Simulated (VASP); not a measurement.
Wanted: the native input for a VASP 6.6.1 run.

```yaml
Task: single point
Functional: BLYP
Potentials_or_basis: VASP PAW PBE potentials, release 64 (Ir)
Cutoff: 520 eV
k_mesh: 13 × 13 × 13
Occupations: fermi-dirac, width 0.1 eV
Spin: no spin polarisation
Dipole_correction: no
Further_INCAR_settings: ALGO = Normal; EDIFF = 1e-06; NBANDS = 10
```

The structure of Ir lies in POSCAR:

```
Ir
1.0
    2.5455336017      0.0000000000      0.0000000000
    0.0000000000      2.5455336017      0.0000000000
    0.0000000000      0.0000000000      2.5455336017
Ir
1
Direct
    0.0000000000      0.0000000000      0.0000000000
```

This cell differs from its parent crystal: volume scaled by 0.92.

These files were run (other wordings do the same):

INCAR

```
SYSTEM = Ir
  PREC = Accurate
  ENCUT = 520
  EDIFF = 1E-6
  ISMEAR = -1
  SIGMA = 0.1
  LREAL = .False.
  LASPH = .True.
  NELM = 100
  ALGO = Normal
  ISIF = 2
  LWAVE = .False.
  LCHARG = .True.
  GGA = B5
  ALDAX = 1.0
  AGGAX = 1.0
  AGGAC = 1.0
  ALDAC = 0.0
  LELF = .True.
  LVHAR = .True.
  NBANDS = 10
```

KPOINTS

```
regular mesh
0
Gamma
  13 13 13
  0 0 0
```

Potentials or basis: VASP PAW PBE potentials, release 64 (Ir).

Launch:

```console
$ cat potpaw_PBE.64/Ir/POTCAR > POTCAR
$ mpirun -np 1 vasp_std > vasp.out
```

It gave:

The pressure is 23.5 GPa.

Caveat: the PAW data sets were made with another functional, which shifts forces and pressure a little.

It took 20 s on 1 thread of Intel Xeon 8259CL (shared host), peak memory 0.13 GiB.
